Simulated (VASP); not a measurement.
## Sb: single point with PBEsol

Sb:

```xyz
1
Lattice="-1.8713 1.8713 1.8713 1.8713 -1.8713 1.8713 1.8713 1.8713 -1.8713" Properties=species:S:1:pos:R:3 pbc="T T T"
Sb    0.0000    0.0000    0.0000
```

```yaml
Program: VASP 6.6.1
Task: single point
Functional: PBEsol
Potentials_or_basis: VASP PAW PBE potentials, release 64 (Sb)
Cutoff: 520 eV
k_mesh: 6 × 6 × 6
Occupations: fermi-dirac, width 0.03 eV
Spin: no spin polarisation
```

| Property | Result |
| --- | --- |
| Pressure | 0.4 GPa |

Levels at points of the mesh, in eV from the Fermi level:
```tsv
k point	band 1	band 2	band 3	band 4	band 5	band 6
(0.00, 0.00, 0.00)	-12.59	6.17	6.17	6.17	11.18	11.18
(0.50, 0.00, 0.00)	-8.39	-5.30	2.23	4.29	6.98	7.45
(0.50, 0.50, 0.50)	-5.00	-1.58	-1.58	-1.58	3.37	3.37
```

It took 7.3 s on 1 thread of AMD EPYC 7R13 (shared host), peak memory 0.1 GiB.

Caveat: the k points lie up to 0.40 Å⁻¹ apart; the PAW data sets were made with another functional, which shifts forces and pressure a little; spin-orbit coupling is left out, which moves the levels of the heavy elements.
